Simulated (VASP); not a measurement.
CdGeAs2:

```xyz
8
Lattice="-2.9889 2.9889 5.6643 2.9889 -2.9889 5.6643 2.9889 2.9889 -5.6643" Properties=species:S:1:pos:R:3 pbc="T T T"
Cd    2.9889    0.0000    2.8321
Cd    0.0000    0.0000    5.6643
Ge    0.0000    0.0000    0.0000
Ge    0.0000    2.9889    2.8321
As    1.3224    4.4833    1.4161
As    1.4944    1.6665    4.2482
As    1.6665   -1.4944    7.0804
As    1.4944    1.3224   -1.4161
```

* Program: VASP 6.6.1
* Task: relaxation of cell and atoms
* Functional: PBE
* Potentials or basis: VASP PAW PBE potentials, release 64 (Cd, Ge_d, As)
* Cutoff: 600 eV
* k mesh: 8 × 8 × 8
* Occupations: gaussian, width 0.03 eV
* Spin: no spin polarisation

At the start: pressure 2.4 GPa; volume 25.30 Å³/atom.

Task: How do energy, volume and symmetry change on relaxing?

Result: Over 5 steps the energy falls by 7.7 meV/atom and the volume is 26.34 Å³/atom (+4.1 %); space group I-42d (No. 122, to 0.1 Å) before and after.

Step by step:
| step | energy change (eV) | largest force (eV/Å) | pressure (GPa) | volume (Å³) |
| --- | --- | --- | --- | --- |
| 1 | 0.0000 | 0.1334 | 2.37 | 202.41 |
| 2 | -0.0555 | 0.0253 | -0.67 | 213.55 |
| 3 | -0.0612 | 0.0494 | -0.02 | 210.83 |
| 4 | -0.0616 | 0.0302 | -0.01 | 210.78 |
| 5 | -0.0618 | 0.0017 | 0.00 | 210.70 |

Final structure:
```
Cd Ge As
1.0
    -3.02855    3.02855    5.74292
     3.02855   -3.02855    5.74292
     3.02855    3.02855   -5.74292
Cd Ge As
2 2 4
Direct
  0.25000 0.75000 0.50000
  0.50000 0.50000 0.00000
  0.00000 0.00000 0.00000
  0.75000 0.25000 0.50000
  0.87500 0.34806 0.97306
  0.65194 0.62500 0.52694
  0.37500 0.90194 0.02694
  0.09806 0.12500 0.47306
```
